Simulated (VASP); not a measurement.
# Ge (P6_3/mmc) in VASP: further runs, part 2 of 2

VASP 6.6.1. The steps go on from the part before.

### 3 Single point, r2SCAN

This run uses another cell than the first one, of 22.38 Å³/atom, 1.043 times its volume.

Contents of POSCAR:

```
Ge
1.0
    3.9707555995      0.0000000000      0.0000000000
   -1.9853777998      3.4387752215      0.0000000000
    0.0000000000      0.0000000000      6.5550854883
Ge
4
Direct
    0.3333333333      0.6666666667      0.9370987500
    0.6666666667      0.3333333333      0.4370987500
    0.3333333333      0.6666666667      0.5629012500
    0.6666666667      0.3333333333      0.0629012500
```

Contents of INCAR.step1:

```
SYSTEM = Ge
PREC = Accurate ; ENCUT = 520
ISMEAR = -1 ; SIGMA = 0.05
LREAL = .FALSE. ; LASPH = .TRUE.
NELM = 60 ; NBANDS = 36
GGA = PE ; ALGO = Normal
EDIFF = 1E-4 ; LWAVE = .TRUE.
LCHARG = .FALSE.
```

Contents of INCAR.step2:

```
SYSTEM = Ge
PREC = Accurate ; ENCUT = 520
EDIFF = 1E-6 ; ISMEAR = -1
SIGMA = 0.05 ; LREAL = .FALSE.
LASPH = .TRUE. ; NELM = 60
ALGO = Normal ; ISIF = 2
LWAVE = .FALSE. ; LCHARG = .FALSE.
METAGGA = R2SCAN ; LMIXTAU = .TRUE.
NBANDS = 36 ; ISTART = 1
```

Contents of KPOINTS:

```
regular mesh
0
G
  8 8 4
  0 0 0
```

Potentials or basis: VASP PAW PBE potentials, release 64 (Ge_d).

Run with:

```bash
> cat potpaw_PBE.64/Ge_d/POTCAR > POTCAR
> cp INCAR.step1 INCAR
> mpirun -np 1 vasp_std > vasp.out
> cp INCAR.step2 INCAR
> mpirun -np 1 vasp_std > vasp.out
```

OUTCAR:

```text
SYSTEM = Ge
   PREC = Accurate
   ENCUT = 520
   EDIFF = 1E-6
   ISMEAR = -1
   LREAL = .FALSE.
   LASPH = .TRUE.
   NELM = 60
   ISIF = 2
   METAGGA = R2SCAN
   ISTART = 1

 ion  position               nearest neighbor table
   1  0.333  0.667  0.937-   4 2.44   4 2.44   4 2.44   3 2.45
   2  0.667  0.333  0.437-   3 2.44   3 2.44   3 2.44   4 2.45
   3  0.333  0.667  0.563-   2 2.44   2 2.44   2 2.44   1 2.45
   4  0.667  0.333  0.063-   1 2.44   1 2.44   1 2.44   2 2.45

  LATTYP: Found a hexagonal cell.
 ALAT       =     3.9707555995
 C/A-ratio  =     1.6508408347

  Lattice vectors:

 A1 = (   3.9707555995,   0.0000000000,   0.0000000000)
 A2 = (  -1.9853777998,   3.4387752215,   0.0000000000)
 A3 = (   0.0000000000,   0.0000000000,   6.5550854883)

Analysis of symmetry for initial positions (statically):
=====================================================================
 Subroutine PRICEL returns:
 Original cell was already a primitive cell.

 Routine SETGRP: Setting up the symmetry group for a
 hexagonal supercell.

 Subroutine GETGRP returns: Found 24 space group operations
 (whereof 12 operations were pure point group operations)
 out of a pool of 24 trial point group operations.

The static configuration has the point symmetry D_3d.
 The point group associated with its full space group is D_6h.

Analysis of symmetry for dynamics (positions and initial velocities):
=====================================================================
 Subroutine PRICEL returns:
 Original cell was already a primitive cell.

 Routine SETGRP: Setting up the symmetry group for a
 hexagonal supercell.

 Subroutine GETGRP returns: Found 24 space group operations
 (whereof 12 operations were pure point group operations)
[... 115 lines left out ...]
   POTIM  = 0.5000    time-step for ionic-motion
   TEBEG  =    0.0;   TEEND  =   0.0 temperature during run
   PSTRESS=    0.0 pullay stress
   NELECT =      56.0000    total number of electrons
   NUPDOWN=      -1.0000    fix difference up-down
   EMIN   =  10.00;   EMAX   =-10.00  energy-range for DOS
   EFERMI =   0.00;   METHOD = LEGACY
   ISMEAR =    -1;   SIGMA  =   0.05  broadening in eV -4-tet -1-fermi 0-gaus
   EFERMI_NEDOS =   21; number of points for ismear=-14 and -15
   IALGO  =     38    algorithm
   IMIX   =      4    mixing-type and parameters
     AMIX     =   0.40;   BMIX     =  1.00
     AMIX_MAG =   1.60;   BMIX_MAG =  1.00
  volume/ion in A,a.u.               =      22.38       151.01
  Fermi-wavevector in a.u.,A,eV,Ry     =   1.400186  2.645968 26.674506  1.960521
  Thomas-Fermi vector in A             =   2.523171
   LORBIT       =      0    0 simple, 1 ext, 2 COOP (PROOUT), +10 PAW based schemes
   METAGGA = R2SCAN    functional components
   LHFCALC =     F    Hartree Fock is set to
   AEXX    =    0.0000 exact exchange contribution
   IVDW    =     0    specifies the selected vdW correction
   LEPSILON=     F    determine dielectric tensor
   LRPA    =     F    only Hartree local field effects (RPA)
 non-spin polarized calculation
  energy-cutoff  :      520.00
  volume of cell :       89.51
 maximum number of plane-waves:      2448
 NGX is ok and might be reduce to    30
   NGX = 15   NGY = 15   NGZ = 25

 number of electron      56.0000047 magnetization

 Free energy of the ion-electron system (eV)
  ---------------------------------------------------
  ext. energy  EPLUGINS =         0.00000000
  ---------------------------------------------------
  free energy    TOTEN  =       -55.40255003 eV

  energy without entropy =      -55.40189971  energy(sigma->0) =      -55.40222487

 E-fermi :   5.1807     XC(G=0): -10.8757

 val. band max:        5.1008056571   @ k =   0.0000   0.0000   0.0000
 cond. band min:       5.2184667191   @ k =   0.0000   0.0000   0.0000
 fundamental gap:      0.1176610620
 Fermi energy:         5.1807384824

 k-point     1 :       0.0000    0.0000    0.0000
  band No.  band energies     occupation
      1     -20.6348      2.00000
      2     -20.6348      2.00000
      3     -20.5935      2.00000
      4     -20.5923      2.00000
      5     -20.5923      2.00000
      6     -20.5798      2.00000
[... 925 lines left out ...]
     35      13.0454      0.00000
     36      13.0454      0.00000

 [... further k-points ...]
[... 5 lines left out ...]
  --------------------------------------------------------------------------------------
  -------------------------------------------------------------------------------------
  Total        0.8345115      0.8345115      0.8405120     -0.0000000     -0.0000000     -0.0000000
  in kB       14.9378337     14.9378337     15.0452433     -0.0000000     -0.0000000     -0.0000000
  external PRESSURE =      14.9736369 kB  Pullay stress =       0.0000000 kB

 VOLUME and BASIS-vectors are now :
 -----------------------------------------------------------------------------
  energy-cutoff  :      520.00
  volume of cell :       89.51
      direct lattice vectors                 reciprocal lattice vectors
     3.970755599  0.000000000  0.000000000     0.251841236  0.145400606  0.000000000
    -1.985377800  3.438775221  0.000000000     0.000000000  0.290801211  0.000000000
     0.000000000  0.000000000  6.555085488     0.000000000  0.000000000  0.152553312

 POSITION                                       TOTAL-FORCE (eV/Angst)
 -----------------------------------------------------------------------------------
     -0.00000      2.29252      6.14276         0.000000      0.000000     -0.015741
      1.98538      1.14626      2.86522         0.000000     -0.000000     -0.015741
     -0.00000      2.29252      3.68987        -0.000000      0.000000      0.015741
      1.98538      1.14626      0.41232        -0.000000      0.000000      0.015741
 -----------------------------------------------------------------------------------
    total drift:                               -0.000000      0.000000     -0.000000

  FREE ENERGIE OF THE ION-ELECTRON SYSTEM (eV)
  ---------------------------------------------------
  free  energy   TOTEN  =       -55.4025500253 eV

  energy  without entropy=      -55.4018997080  energy(sigma->0) =      -55.40222487
```

OUTCAR.step1:

```text
SYSTEM = Ge
   PREC = Accurate
   ENCUT = 520
   ISMEAR = -1
   LREAL = .FALSE.
   LASPH = .TRUE.
   NELM = 60
[... 1166 lines left out ...]
      1.98538      1.14626      2.86522         0.000000     -0.000000     -0.016192
     -0.00000      2.29252      3.68987        -0.000000      0.000000      0.016192
      1.98538      1.14626      0.41232         0.000000      0.000000      0.016192
 -----------------------------------------------------------------------------------
    total drift:                               -0.000000      0.000000     -0.000000

  FREE ENERGIE OF THE ION-ELECTRON SYSTEM (eV)
  ---------------------------------------------------
  free  energy   TOTEN  =       -17.9183399477 eV

  energy  without entropy=      -17.9171367241  energy(sigma->0) =      -17.91773834
```

Run time: 5.9 min. Hardware: 1 thread of Intel Xeon Platinum 8488C (Sapphire Rapids), shared host; peak memory 0.24 GiB.

Results:

```yaml
Free_energy: -55.4026 eV
Pressure: 1.5 GPa
Largest_force: 0.016 eV/Å
Band_gap_on_the_k_mesh: 0.12 eV, direct
```

Forces in eV/Å, atoms in the order of the input:
```
Ge   0.000  0.000 -0.016
Ge   0.000  0.000 -0.016
Ge   0.000  0.000  0.016
Ge   0.000  0.000  0.016
```

Caveat: the PAW data sets were made with another functional, which shifts forces and pressure a little. A k mesh can miss the band edges.

### 4 Single point, revPBE

This run uses another cell than the first one, of 24.38 Å³/atom, 1.136 times its volume.

Contents of INCAR:

```
SYSTEM = Ge
PREC = Accurate
ENCUT = 520
EDIFF = 1E-6
ISMEAR = -1
SIGMA = 0.05
LREAL = .FALSE.
LASPH = .TRUE.
NELM = 60
ALGO = Normal
ISIF = 2
LWAVE = .FALSE.
LCHARG = .FALSE.
GGA = RE
NBANDS = 36
```

Contents of KPOINTS:

```
Automatic mesh
0
G
  8 8 4
  0 0 0
```

Contents of POSCAR:

```
Ge
1.0
    4.0906418626      0.0000000000      0.0000000000
   -2.0453209313      3.5425997708      0.0000000000
    0.0000000000      0.0000000000      6.7290848773
Ge
4
Direct
    0.3333333333      0.6666666667      0.9374134375
    0.6666666667      0.3333333333      0.4374134375
    0.3333333333      0.6666666667      0.5625865625
    0.6666666667      0.3333333333      0.0625865625
```

Run with:

```bash
> cat potpaw_PBE.64/Ge_d/POTCAR > POTCAR
> mpirun -np 1 vasp_std > vasp.out
```

Wall time 68 s (1 thread of Intel Xeon Platinum 8488C (Sapphire Rapids), shared host); peak memory 0.24 GiB.

It converged, with:

```yaml
Free_energy: -16.8599 eV
Pressure: -0.1 GPa
Largest_force: 0.006 eV/Å
Band_gap_on_the_k_mesh: 0.10 eV, indirect (least direct gap 0.21 eV)
```

Forces on the atoms (eV/Å):
```
Ge   0.000  0.000 -0.006
Ge   0.000  0.000 -0.006
Ge   0.000  0.000  0.006
Ge   0.000  0.000  0.006
```

Levels at points of the mesh, in eV from the valence-band top:
```csv
k point,band 24,band 25,band 26,band 27,band 28,band 29,band 30,band 31,band 32,band 33
"(0.00, 0.00, 0.00)",-1.27,-1.27,-0.38,-0.10,0.00,0.21,0.21,2.38,2.38,2.85
"(0.50, 0.00, 0.00)",-6.45,-4.11,-2.73,-2.43,-1.23,0.77,1.63,3.77,3.81,4.34
"(0.00, 0.00, 0.50)",-4.56,-0.69,-0.69,-0.69,-0.69,0.63,0.63,3.43,3.43,3.43
"(0.50, 0.00, 0.50)",-7.48,-2.24,-2.24,-2.12,-2.12,0.68,0.68,2.33,2.33,6.05
```

Caveat: the PAW data sets were made with another functional, which shifts forces and pressure a little. A k mesh can miss the band edges.

### 5 Summary

```csv
level,cell,gap on the mesh (eV),pressure (GPa),largest force (eV/Å)
r2SCAN,"a = 3.916, b = 3.916, c = 6.465 Å, angles 90.0, 90.0, 120.0°, 4 atoms",0.23,5.1,0.04
r2SCAN,"a = 3.971, b = 3.971, c = 6.555 Å, angles 90.0, 90.0, 120.0°, 4 atoms",0.12,1.5,0.02
revPBE,"a = 4.091, b = 4.091, c = 6.729 Å, angles 90.0, 90.0, 120.0°, 4 atoms",0.10,-0.1,0.01
```

Alike in all rows: task single point; potentials or basis VASP PAW PBE potentials, release 64 (Ge_d); no spin polarisation; k mesh 8 × 8 × 4; cutoff (eV) 520; smearing fermi-dirac 0.05 eV.

Caveats: the PAW data sets were made with another functional, which shifts forces and pressure a little.

Total energies depend on the potentials used, so only differences within one code and one set of settings carry meaning.
